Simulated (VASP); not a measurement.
Wanted: the native input for a VASP 6.6.1 run.

- Task: single point
- Functional: LDA
- Potentials or basis: VASP PAW LDA potentials, release 64 (W_sv, C)
- Cutoff: 520 eV
- k mesh: 11 × 11 × 11
- Occupations: fermi-dirac, width 0.1 eV
- Spin: no spin polarisation
- Dipole correction: no
- Further INCAR settings: ALGO = Normal; EDIFF = 1e-06; NBANDS = 16

The structure of WC lies in POSCAR:

```
WC
1.0
    0.0000000000      2.1926840000      2.1926840000
    2.1926840000      0.0000000000      2.1926840000
    2.1926840000      2.1926840000      0.0000000000
W C
1 1
Direct
    0.0000000000      0.0000000000      0.0000000000
    0.5000000000      0.5000000000      0.5000000000
```

These files were run (other wordings do the same):

INCAR

```
PREC = Accurate
ENCUT = 520
EDIFF = 1E-6
ISMEAR = -1
SIGMA = 0.1
LREAL = F
LASPH = T
NELM = 80
ALGO = Normal
ISIF = 2
LWAVE = F
LCHARG = F
NBANDS = 16
```

KPOINTS

```
regular mesh
0
Gamma
  11 11 11
```

Potentials or basis: VASP PAW LDA potentials, release 64 (W_sv, C).

Command:

```console
$ cat potpaw_LDA.64/W_sv/POTCAR potpaw_LDA.64/C/POTCAR > POTCAR
$ mpirun -np 1 vasp_std > vasp.out
```

Results of the run:

```
Pressure               : -13.6 GPa
Band gap on the k mesh : zero (band 9 reaches 13.19 eV, above the bottom of band 10 at 10.14 eV)
```

Caveat: spin-orbit coupling is left out, which moves the levels of the heavy elements.

It took 49 s on 1 thread of AMD EPYC 7R13, on a shared host, peak memory 0.11 GiB.
